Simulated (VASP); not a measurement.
## TiW14 (a cell with a defect): single point with PBE

System: TiW14 (a cell with a defect).

```
Ti W
1.0
     6.32000    0.00000    0.00000
     0.00000    6.32000    0.00000
     0.00000    0.00000    6.32000
Ti W
1 14
Direct
  0.24262 0.75738 0.24262
  0.50310 0.00174 0.99826
  0.99826 0.49690 0.99826
  0.99826 0.00174 0.50310
  0.24893 0.24796 0.24893
  0.49942 0.50058 0.00046
  0.49942 0.99954 0.49942
  0.75464 0.24536 0.24594
  0.00046 0.50058 0.49942
  0.24594 0.24536 0.75464
  0.50207 0.49793 0.50207
  0.75204 0.75107 0.24893
  0.75128 0.24872 0.75128
  0.24893 0.75107 0.75204
  0.75464 0.75406 0.75464
```

| Property | Result |
| --- | --- |
| Program | VASP 6.6.1 |
| Task | single point |
| Functional | PBE |
| Potentials or basis | VASP PAW PBE potentials, release 64 (Ti_sv, W_sv) |
| Cutoff | 520 eV |
| k mesh | 3 × 3 × 3 |
| Occupations | gaussian, width 0.05 eV |
| Spin | no spin polarisation |
| Dipole correction | no |
| Further INCAR settings | LREAL = Auto; ALGO = Normal; EDIFF = 1e-06; NBANDS = 117 |

| Quantity | Value |
| --- | --- |
| Pressure | -0.2 GPa |
| Largest force | 0.026 eV/Å |
| Band gap on the k mesh | zero (bands 104 and 105 overlap by 0.90 eV) |

Forces in eV/Å, atoms in the order of the input:
```
Ti  -0.001  0.001 -0.001
W   -0.001 -0.013  0.013
W    0.013  0.001  0.013
W    0.013 -0.013 -0.001
W   -0.007  0.012 -0.007
W   -0.001  0.001  0.026
W   -0.001 -0.026 -0.001
W    0.004 -0.004 -0.016
W    0.026  0.001 -0.001
W   -0.016 -0.004  0.004
W   -0.013  0.013 -0.013
W   -0.012  0.007 -0.007
W   -0.002  0.002 -0.002
W   -0.007  0.007 -0.012
W    0.004  0.016  0.004
```

Stress tensor (GPa, compression positive):
```
-0.16  0.32 -0.32
 0.32 -0.16  0.32
-0.32  0.32 -0.16
```

Levels at points of the mesh, in eV from the Fermi level:
```tsv
k point	band 101	band 102	band 103	band 104	band 105	band 106	band 107	band 108
(0.00, 0.00, 0.00)	-0.03	-0.03	0.28	0.28	0.35	1.13	1.13	1.18
```

Run time: 6.1 min on 1 thread of Intel(R) Xeon(R) Platinum 8259CL CPU @ 2.50GHz (Skylake/Cascade Lake), on a shared host, peak memory 0.38 GiB.

Caveat: spin-orbit coupling is left out, which moves the levels of the heavy elements.
